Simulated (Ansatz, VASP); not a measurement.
# One calculation of B2O, two programs

File INCAR:

```
PREC = Accurate
ENCUT = 520
EDIFF = 1E-7
ISMEAR = 0
SIGMA = 0.15
LREAL = False
LASPH = True
NELM = 80
ALGO = Normal
ISIF = 2
LWAVE = False
LCHARG = False
GGA = PE
IVDW = 12
NBANDS = 21
```

File KPOINTS:

```
Automatic mesh
0
Gamma
  21 21 6
```

File POSCAR:

```
B2O
1.0
    2.6084149353      0.0000000000      0.0000000000
   -1.3042074676      2.2589535975      0.0000000000
    0.0000000000      0.0000000000     10.3233237893
B O
4 2
Direct
    0.0000000000      0.0000000000      0.4099026039
    0.0000000000      0.0000000000      0.5900973961
    0.6666666667      0.3333333333      0.0293462865
    0.3333333333      0.6666666667      0.9706537135
    0.6666666667      0.3333333333      0.3525784977
    0.3333333333      0.6666666667      0.6474215023
```

Input for Ansatz:

```yaml
crystal:
  lattice:
    - [2.6084149353, 0.0, 0.0]
    - [-1.3042074676, 2.2589535975, 0.0]
    - [0.0, 0.0, 10.3233237893]
  atoms:
    - { symbol: B, position: [0.0, 0.0, 0.4099026039] }
    - { symbol: B, position: [0.0, 0.0, 0.5900973961] }
    - { symbol: B, position: [0.6666666667, 0.3333333333, 0.0293462865] }
    - { symbol: B, position: [0.3333333333, 0.6666666667, 0.9706537135] }
    - { symbol: O, position: [0.6666666667, 0.3333333333, 0.3525784977] }
    - { symbol: O, position: [0.3333333333, 0.6666666667, 0.6474215023] }
basis:
  ecutwfc: 520.0
kpoints:
  mp_grid: { grid: [21, 21, 6] }
hamiltonian:
  xc: pbe
  dispersion: d3bj
scf:
  occupations: { method: gaussian, width: 0.15 }
output:
  forces: true
  stress: true
  eigenvalues: true
```

Alike in both runs: task single point; functional PBE; dispersion D3(BJ); k mesh 21 × 21 × 6; occupations gaussian, width 0.15 eV; no spin polarisation.

```csv
,VASP,Ansatz
version,VASP 6.6.1,Ansatz 0.2.0
potentials or method,"VASP PAW PBE potentials, release 64 (B, O), cutoff 520 eV","scalar-relativistic, plane waves, PAW"
valence electrons in the cell,24,24
```

Ansatz gave:

```
gap on the k mesh at the Fermi level (eV)                     : none
pressure (GPa)                                                : -13.7
traceless stress, the component that is largest in VASP (GPa) : 0.99
rms of the force components (eV/Å)                            : 0.513
```

Q: Which values does VASP return?

A: gap on the k mesh at the Fermi level (eV): none; pressure (GPa): -13.6; traceless stress, the component that is largest in VASP (GPa): 0.66; rms of the force components (eV/Å): 0.512.

Atom by atom the forces differ by 0.007 eV/Å (rms over components). A gap of «none» marks a metal or a gap that the smearing closes.
